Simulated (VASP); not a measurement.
# C (P6_3/mmc) in VASP: further runs

The runs below take C through relaxation of the atoms, with PBEsol.

Everything below comes from runs of VASP 6.6.1. Logs are shortened: lines on timing, memory, paths and dates and some standing lists are left out, and cuts for length are marked.

**1. The cell of the first run**

The structure is hexagonal, space group P6_3/mmc (No. 194). Conventional cell: a = 2.489 Å, b = 2.489 Å, c = 4.223 Å, α = 90.00°, β = 90.00°, γ = 120.00°. Within 2.0 Å of C (site symmetry 3m) lie 4 C at 1.53 to 1.58 Å.

**2. Relaxation of the atoms, PBEsol (strained cell)**

Input file INCAR:

```
  PREC = Accurate
  ENCUT = 520
  EDIFF = 1E-6
  ISMEAR = 0
  SIGMA = 0.02
  LREAL = F
  LASPH = T
  NELM = 100
  ALGO = Normal
  ISIF = 2
  LWAVE = F
  LCHARG = F
  GGA = PS
  IBRION = 2
  NSW = 60
  EDIFFG = -0.002
```

Input file KPOINTS:

```
Automatic mesh
0
Gamma
  9 9 6
```

Input file POSCAR:

```
C
1.0
    2.4893572955      0.0000000000      0.0000000000
   -1.2446786477      2.1558466570      0.0000000000
    0.0000000000      0.0000000000      4.2229976408
C
4
Direct
    0.3333333333      0.6666666667     -0.0002008248
    0.6666666667      0.3333333333      0.4997991752
    0.3333333333      0.6666666667      0.3742008248
    0.6666666667      0.3333333333      0.8742008248
```

Potentials or basis: VASP PAW PBE potentials, release 64 (C).

Run with:

```sh
$ cat potpaw_PBE.64/C/POTCAR > POTCAR
$ mpirun -np 1 vasp_std > vasp.out
```

OUTCAR:

```text
PREC = Accurate
   ENCUT = 520
   EDIFF = 1E-6
   ISMEAR = 0
   LREAL = F
   LASPH = T
   NELM = 100
   ISIF = 2
   GGA = PS
   IBRION = 2
   NSW = 60
   EDIFFG = -0.002

 ion  position               nearest neighbor table
   1  0.333  0.667  1.000-   4 1.53   4 1.53   4 1.53   3 1.58
   2  0.667  0.333  0.500-   3 1.53   3 1.53   3 1.53   4 1.58
   3  0.333  0.667  0.374-   2 1.53   2 1.53   2 1.53   1 1.58
   4  0.667  0.333  0.874-   1 1.53   1 1.53   1 1.53   2 1.58

  LATTYP: Found a hexagonal cell.
 ALAT       =     2.4893572955
 C/A-ratio  =     1.6964208587

  Lattice vectors:

 A1 = (   2.4893572955,   0.0000000000,   0.0000000000)
 A2 = (  -1.2446786477,   2.1558466570,   0.0000000000)
 A3 = (   0.0000000000,   0.0000000000,   4.2229976408)

Analysis of symmetry for initial positions (statically):
=====================================================================
 Subroutine PRICEL returns:
 Original cell was already a primitive cell.

 Routine SETGRP: Setting up the symmetry group for a
 hexagonal supercell.

 Subroutine GETGRP returns: Found 24 space group operations
 (whereof  6 operations were pure point group operations)
 out of a pool of 24 trial point group operations.

The static configuration has the point symmetry C_3v.
 The point group associated with its full space group is D_6h.

Analysis of symmetry for dynamics (positions and initial velocities):
=====================================================================
 Subroutine PRICEL returns:
 Original cell was already a primitive cell.

 Routine SETGRP: Setting up the symmetry group for a
 hexagonal supercell.

 Subroutine GETGRP returns: Found 24 space group operations
 (whereof  6 operations were pure point group operations)
 out of a pool of 24 trial point group operations.

The dynamic configuration has the point symmetry C_3v.
 The point group associated with its full space group is D_6h.

 Subroutine INISYM returns: Found 24 space group operations
 (whereof  6 operations are pure point group operations),
 and found     1 'primitive' translations

----------------------------------------------------------------------------------------

                                     Primitive cell

  volume of cell :      22.6634

  direct lattice vectors                    reciprocal lattice vectors
     2.489357296  0.000000000  0.000000000     0.401710113  0.231927442  0.000000000
    -1.244678648  2.155846657  0.000000000     0.000000000  0.463854884  0.000000000
     0.000000000  0.000000000  4.222997641     0.000000000  0.000000000  0.236798617
[... 105 lines left out ...]
   IALGO  =     38    algorithm
   IMIX   =      4    mixing-type and parameters
     AMIX     =   0.40;   BMIX     =  1.00
     AMIX_MAG =   1.60;   BMIX_MAG =  1.00
  volume/ion in A,a.u.               =       5.67        38.24
  Fermi-wavevector in a.u.,A,eV,Ry     =   1.457716  2.754683 28.911499  2.124935
  Thomas-Fermi vector in A             =   2.574485
   LORBIT       =      0    0 simple, 1 ext, 2 COOP (PROOUT), +10 PAW based schemes
   GGA     = PS    functional components
   LHFCALC =     F    Hartree Fock is set to
   AEXX    =    0.0000 exact exchange contribution
   IVDW    =     0    specifies the selected vdW correction
   LEPSILON=     F    determine dielectric tensor
   LRPA    =     F    only Hartree local field effects (RPA)
 conjugate gradient relaxation of ions
 non-spin polarized calculation
 Gauss-broadening in eV      SIGMA  =   0.02
  energy-cutoff  :      520.00
  volume of cell :       22.66
 maximum number of plane-waves:       628
 NGX is ok and might be reduce to    20
   NGX =  9   NGY =  9   NGZ = 15

--------------------------------------- Ionic step        1  -------------------------------------------

 number of electron      16.0000000 magnetization

 Free energy of the ion-electron system (eV)
  ---------------------------------------------------
  ext. energy  EPLUGINS =         0.00000000
  ---------------------------------------------------
  free energy    TOTEN  =       -38.38228557 eV

  energy without entropy =      -38.38228557  energy(sigma->0) =      -38.38228557

------------------------ aborting loop because EDIFF is reached ----------------------------------------

  FORCE on cell =-STRESS in cart. coord.  units (eV):
  Direction    XX          YY          ZZ          XY          YZ          ZX
  --------------------------------------------------------------------------------------
  -------------------------------------------------------------------------------------
  Total        0.8357023      0.8357023     -2.5444846      0.0000000     -0.0000000      0.0000000
  in kB       59.0794198     59.0794198   -179.8806614      0.0000000     -0.0000000      0.0000000
  external PRESSURE =     -20.5739406 kB  Pullay stress =       0.0000000 kB
[... 63 lines left out ...]
--------------------------------------- Ionic step        3  -------------------------------------------

 number of electron      16.0000000 magnetization

 Free energy of the ion-electron system (eV)
  ---------------------------------------------------
  ext. energy  EPLUGINS =         0.00000000
  ---------------------------------------------------
  free energy    TOTEN  =       -38.38228881 eV

  energy without entropy =      -38.38228881  energy(sigma->0) =      -38.38228881

 E-fermi :  10.0940     XC(G=0): -13.4337

 val. band max:       10.0088371155   @ k =   0.0000   0.0000   0.0000
 cond. band min:      13.0509971482   @ k =   0.3333   0.3333   0.0000
 fundamental gap:      3.0421600328
 Fermi energy:        10.0939794833

 k-point     1 :       0.0000    0.0000    0.0000
  band No.  band energies     occupation
      1     -11.8366      2.00000
      2      -6.4714      2.00000
      3      -3.7662      2.00000
      4       7.1027      2.00000
      5       7.1027      2.00000
      6       9.4939      2.00000
      7      10.0088      2.00000
      8      10.0088      2.00000
      9      14.7825      0.00000
     10      15.1491      0.00000
     11      15.1491      0.00000
     12      18.6264      0.00000
[... 331 lines left out ...]
 k-point    24 :       0.3333    0.3333    0.1667
  band No.  band energies     occupation
      1      -4.3568      2.00000
      2      -4.3568      2.00000
      3      -1.0249      2.00000
      4      -0.5932      2.00000
      5      -0.5932      2.00000
      6       2.3160      2.00000
      7       3.6963      2.00000
      8       3.6963      2.00000
      9      13.8525      0.00000
     10      19.8415      0.00000
     11      19.8415      0.00000
     12      22.8511      0.00000

 [... further k-points ...]
[... 5 lines left out ...]
  --------------------------------------------------------------------------------------
  -------------------------------------------------------------------------------------
  Total        0.8338275      0.8338275     -2.5458414      0.0000000      0.0000000      0.0000000
  in kB       58.9468836     58.9468836   -179.9765761      0.0000000      0.0000000      0.0000000
  external PRESSURE =     -20.6942696 kB  Pullay stress =       0.0000000 kB
[... 19 lines left out ...]
  FREE ENERGIE OF THE ION-ELECTRON SYSTEM (eV)
  ---------------------------------------------------
  free  energy   TOTEN  =       -38.3822888144 eV

  energy  without entropy=      -38.3822888144  energy(sigma->0) =      -38.38228881

 reached required accuracy - stopping structural energy minimisation
```

CONTCAR:

```text
C
   1.00000000000000
     2.4893572955000001    0.0000000000000000    0.0000000000000000
    -1.2446786477000000    2.1558466570000001    0.0000000000000000
     0.0000000000000000    0.0000000000000000    4.2229976408000001
  C
     4
Direct
     0.3333333332999970    0.6666666667000030    0.9998357147088142
     0.6666666667000030    0.3333333332999970    0.4998357147088142
     0.3333333332999970    0.6666666667000030    0.3741642852911881
     0.6666666667000030    0.3333333332999970    0.8741642852911882

  0.00000000E+00  0.00000000E+00  0.00000000E+00
  0.00000000E+00  0.00000000E+00  0.00000000E+00
  0.00000000E+00  0.00000000E+00  0.00000000E+00
  0.00000000E+00  0.00000000E+00  0.00000000E+00
```

Wall time 18 s (1 thread of Intel Xeon Platinum 8259CL at 2.50GHz (Skylake/Cascade Lake), shared host); peak memory 0.13 GiB.

Results:

| Quantity | Value |
| --- | --- |
| Free energy | -38.3823 eV |
| Energy gained by relaxing | 0.0 meV/atom |
| Ionic steps | 3 |
| Pressure after relaxing | -2.1 GPa |
| Band gap on the k mesh | 3.04 eV, indirect (least direct gap 4.77 eV) |

Final structure:
```
C
1.0
     2.48936    0.00000    0.00000
    -1.24468    2.15585    0.00000
     0.00000    0.00000    4.22300
C
4
Direct
  0.33333 0.66667 0.99984
  0.66667 0.33333 0.49984
  0.33333 0.66667 0.37416
  0.66667 0.33333 0.87416
```

Caveat: the cell differs from its parent crystal (strained cell); the PAW data sets were made with another functional, which shifts forces and pressure a little. A k mesh can miss the band edges.

**3. Relaxation of the atoms, PBEsol (strained cell)**

Input file INCAR:

```
ALGO = Normal
EDIFF = 1E-6
EDIFFG = -0.002
ENCUT = 520
GGA = PS
IBRION = 2
ISIF = 2
ISMEAR = 0
LASPH = T
LCHARG = F
LREAL = F
LWAVE = F
NELM = 60
NSW = 60
PREC = Accurate
SIGMA = 0.02
```

Input file KPOINTS:

```
k-points
0
Gamma
  9 9 6
```

Input file POSCAR:

```
C
1.0
    2.4994270181      0.0000000000      0.0000000000
   -1.2497135090      2.1645672925      0.0000000000
    0.0000000000      0.0000000000      4.2229976408
C
4
Direct
    0.3333333333      0.6666666667     -0.0004171440
    0.6666666667      0.3333333333      0.4995828560
    0.3333333333      0.6666666667      0.3744171440
    0.6666666667      0.3333333333      0.8744171440
```

Potentials or basis: VASP PAW PBE potentials, release 64 (C).

Run with:

```sh
$ cat potpaw_PBE.64/C/POTCAR > POTCAR
$ mpirun -np 1 vasp_std > vasp.out
```

Run time: 22 s. Hardware: 1 thread of Intel Xeon Platinum 8259CL at 2.50GHz (Skylake/Cascade Lake), shared host; peak memory 0.13 GiB.

Results (log left out):

| Quantity | Value |
| --- | --- |
| Free energy | -38.3862 eV |
| Energy gained by relaxing | 0.0 meV/atom |
| Ionic steps | 3 |
| Pressure after relaxing | -5.6 GPa |
| Band gap on the k mesh | 3.08 eV, indirect (least direct gap 4.86 eV) |

Stress tensor (GPa, compression positive):
```
  0.53   0.00   0.00
  0.00   0.53   0.00
  0.00   0.00 -18.00
```

Final structure:
```
C
1.0
     2.49943    0.00000    0.00000
    -1.24971    2.16457    0.00000
     0.00000    0.00000    4.22300
C
4
Direct
  0.33333 0.66667 0.99978
  0.66667 0.33333 0.49978
  0.33333 0.66667 0.37422
  0.66667 0.33333 0.87422
```

Levels at points of the mesh, in eV from the valence-band top:
```tsv
k point	band 5	band 6	band 7	band 8	band 9	band 10	band 11	band 12
(0.00, 0.00, 0.00)	-2.92	-0.49	0.00	0.00	4.86	5.08	5.08	8.41
(0.00, 0.00, 0.50)	-1.74	-1.74	-1.74	-1.74	7.27	7.27	7.27	7.27
```

Caveat: the cell differs from its parent crystal (strained cell); the PAW data sets were made with another functional, which shifts forces and pressure a little.

**4. Relaxation of the atoms, PBEsol (strained cell)**

Input file INCAR:

```
PREC = Accurate ; ENCUT = 520
EDIFF = 1E-6 ; ISMEAR = 0
SIGMA = 0.02 ; LREAL = F
LASPH = T ; NELM = 60
ALGO = Normal ; ISIF = 2
LWAVE = F ; LCHARG = F
GGA = PS ; IBRION = 2
NSW = 60 ; EDIFFG = -0.002
```

Input file KPOINTS:

```
regular mesh
0
Gamma
  9 9 6
```

Input file POSCAR:

```
C
1.0
    2.4981307825      0.0000000000      0.0000000000
   -1.2490653912      2.1634447196      0.0000000000
    0.0000000000      0.0000000000      4.2229976408
C
4
Direct
    0.3333333333      0.6666666667     -0.0002608640
    0.6666666667      0.3333333333      0.4997391360
    0.3333333333      0.6666666667      0.3742608640
    0.6666666667      0.3333333333      0.8742608640
```

Run with:

```sh
$ cat potpaw_PBE.64/C/POTCAR > POTCAR
$ mpirun -np 1 vasp_std > vasp.out
```

It took 25 s on 1 thread of Intel Xeon Platinum 8259CL at 2.50GHz (Skylake/Cascade Lake), shared host; peak memory 0.13 GiB.

It converged, with:

* Free energy: -38.3860 eV
* Energy gained by relaxing: 0.0 meV/atom
* Ionic steps: 3
* Pressure after relaxing: -5.2 GPa
* Band gap on the k mesh: 3.08 eV, indirect (least direct gap 4.85 eV)

Stress tensor (GPa, compression positive):
```
  1.21   0.00   0.00
  0.00   1.21   0.00
  0.00   0.00 -17.99
```

Final structure:
```
C
1.0
     2.49813    0.00000    0.00000
    -1.24907    2.16344    0.00000
     0.00000    0.00000    4.22300
C
4
Cartesian
  0.0000 1.4423 4.2221
  1.2491 0.7211 2.1106
  0.0000 1.4423 1.5803
  1.2491 0.7211 3.6918
```

Levels at points of the mesh, in eV from the valence-band top:
```
           k point  band 4  band 5  band 6  band 7  band 8  band 9  band 10  band 11  band 12
(0.00, 0.00, 0.00)   -2.92   -2.92   -0.49    0.00    0.00    4.85     5.09     5.09     8.44
(0.00, 0.00, 0.50)   -7.21   -1.74   -1.74   -1.74   -1.74    7.27     7.27     7.27     7.27
```

Caveat: the cell differs from its parent crystal (strained cell); the PAW data sets were made with another functional, which shifts forces and pressure a little.

**5. Relaxation of the atoms, PBEsol (strained cell)**

Input file INCAR:

```
SYSTEM = C
PREC = Accurate
ENCUT = 520
EDIFF = 1E-7
ISMEAR = 0
SIGMA = 0.02
LREAL = .False.
LASPH = .True.
NELM = 100
ALGO = Normal
ISIF = 2
LWAVE = .False.
LCHARG = .False.
GGA = PS
IBRION = 2
NSW = 60
EDIFFG = -0.002
```

Input file KPOINTS:

```
regular mesh
0
Gamma
  9 9 6
  0 0 0
```

POSCAR, as its differences from that of step 4:

```diff
@@ -2,4 +2,4 @@
 1.0
-    2.4981307825      0.0000000000      0.0000000000
-   -1.2490653912      2.1634447196      0.0000000000
+    2.4982824898      0.0000000000      0.0000000000
+   -1.2491412449      2.1635761020      0.0000000000
     0.0000000000      0.0000000000      4.2229976408
```

Run with:

```sh
$ cat potpaw_PBE.64/C/POTCAR > POTCAR
$ mpirun -np 1 vasp_std > vasp.out
```

Run time: 23 s. Hardware: 1 thread of Intel Xeon Platinum 8259CL at 2.50GHz (Skylake/Cascade Lake), shared host; peak memory 0.13 GiB.

The run converged. Its results:

| Property | Result |
| --- | --- |
| Free energy | -38.3861 eV |
| Energy gained by relaxing | 0.0 meV/atom |
| Ionic steps | 3 |
| Pressure after relaxing | -5.2 GPa |
| Band gap on the k mesh | 3.08 eV, indirect (least direct gap 4.85 eV) |

Stress tensor (GPa, compression positive):
```
  1.13   0.00   0.00
  0.00   1.13   0.00
  0.00   0.00 -18.00
```

Final structure:
```
C
1.0
     2.49828    0.00000    0.00000
    -1.24914    2.16358    0.00000
     0.00000    0.00000    4.22300
C
4
Direct
  0.33333 0.66667 0.99978
  0.66667 0.33333 0.49978
  0.33333 0.66667 0.37422
  0.66667 0.33333 0.87422
```

Levels at points of the mesh, in eV from the valence-band top:
```csv
k point,band 5,band 6,band 7,band 8,band 9,band 10,band 11,band 12
"(0.00, 0.00, 0.00)",-2.92,-0.49,0.00,0.00,4.85,5.09,5.09,8.44
"(0.00, 0.00, 0.50)",-1.74,-1.74,-1.74,-1.74,7.27,7.27,7.27,7.27
```

Caveat: the cell differs from its parent crystal (strained cell); the PAW data sets were made with another functional, which shifts forces and pressure a little.

**6. Relaxation of the atoms, PBEsol (strained cell)**

Input file INCAR:

```
ALGO     = Normal         # electronic algorithm
EDIFF    = 1E-7           # SCF threshold, eV
EDIFFG   = -0.002         # ionic threshold
ENCUT    = 520            # plane-wave cutoff, eV
GGA      = PS             # functional
IBRION   = 2              # ionic algorithm
ISIF     = 2              # what is computed and relaxed
ISMEAR   = 0              # smearing method
LASPH    = True           # aspherical terms in the spheres
LCHARG   = False          # write CHGCAR
LREAL    = False          # projectors in reciprocal space
LWAVE    = False          # write WAVECAR
NELM     = 100            # most SCF steps
NSW      = 60             # ionic steps
PREC     = Accurate       # precision mode
SIGMA    = 0.02           # smearing width, eV
```

Input file KPOINTS:

```
k-points
0
Gamma
  9 9 6
```

Input file POSCAR:

```
C
1.0
    2.5643191212      0.0000000000      0.0000000000
   -1.2821595606      2.2207655024      0.0000000000
    0.0000000000      0.0000000000      4.2229976408
C
4
Direct
    0.3333333333      0.6666666667     -0.0002048403
    0.6666666667      0.3333333333      0.4997951597
    0.3333333333      0.6666666667      0.3742048403
    0.6666666667      0.3333333333      0.8742048403
```

Potentials or basis: VASP PAW PBE potentials, release 64 (C).

Run with:

```sh
$ cat potpaw_PBE.64/C/POTCAR > POTCAR
$ mpirun -np 1 vasp_std > vasp.out
```

It took 28 s on 1 thread of Intel Xeon Platinum 8259CL at 2.50GHz (Skylake/Cascade Lake), shared host; peak memory 0.13 GiB.

The run converged. Its results:

```
Free energy               : -38.2736 eV
Energy gained by relaxing : 0.0 meV/atom
Ionic steps               : 3
Pressure after relaxing   : -25.6 GPa
Band gap on the k mesh    : 3.30 eV, indirect (least direct gap 4.70 eV)
```

Stress tensor (GPa, compression positive):
```
-29.60   0.00   0.00
  0.00 -29.60   0.00
  0.00   0.00 -17.71
```

Final structure:
```yaml
crystal:
  lattice:
    - [2.56432, 0.00000, 0.00000]
    - [-1.28216, 2.22077, 0.00000]
    - [0.00000, 0.00000, 4.22300]
  atoms:
    - { symbol: C, position: [0.33333, 0.66667, 0.99959] }
    - { symbol: C, position: [0.66667, 0.33333, 0.49959] }
    - { symbol: C, position: [0.33333, 0.66667, 0.37441] }
    - { symbol: C, position: [0.66667, 0.33333, 0.87441] }
```

Levels at points of the mesh, in eV from the valence-band top:
```csv
k point,band 5,band 6,band 7,band 8,band 9,band 10,band 11,band 12
"(0.00, 0.00, 0.00)",-3.03,-0.43,0.00,0.00,4.70,4.70,5.40,7.15
"(0.00, 0.00, 0.50)",-1.82,-1.82,-1.82,-1.82,6.92,6.92,6.92,7.01
```

Caveat: the cell differs from its parent crystal (strained cell); the PAW data sets were made with another functional, which shifts forces and pressure a little.

**7. The runs side by side**

```csv
cell,gap on the mesh (eV),pressure (GPa)
"atoms relaxed from a = 2.489, b = 2.489, c = 4.223 Å, angles 90.0, 90.0, 120.0°, 4 atoms",3.04,-2.1
"atoms relaxed from a = 2.499, b = 2.499, c = 4.223 Å, angles 90.0, 90.0, 120.0°, 4 atoms",3.08,-5.6
"atoms relaxed from a = 2.498, b = 2.498, c = 4.223 Å, angles 90.0, 90.0, 120.0°, 4 atoms",3.08,-5.2
"atoms relaxed from a = 2.564, b = 2.564, c = 4.223 Å, angles 90.0, 90.0, 120.0°, 4 atoms",3.30,-25.6
```

Alike in all rows: task relaxation of the atoms; level PBEsol; potentials or basis VASP PAW PBE potentials, release 64 (C); no spin polarisation; k mesh 9 × 9 × 6; cutoff (eV) 520; smearing gaussian 0.02 eV.

Caveats: the PAW data sets were made with another functional, which shifts forces and pressure a little.

Absolute energies hang on the potentials; compare differences alone.
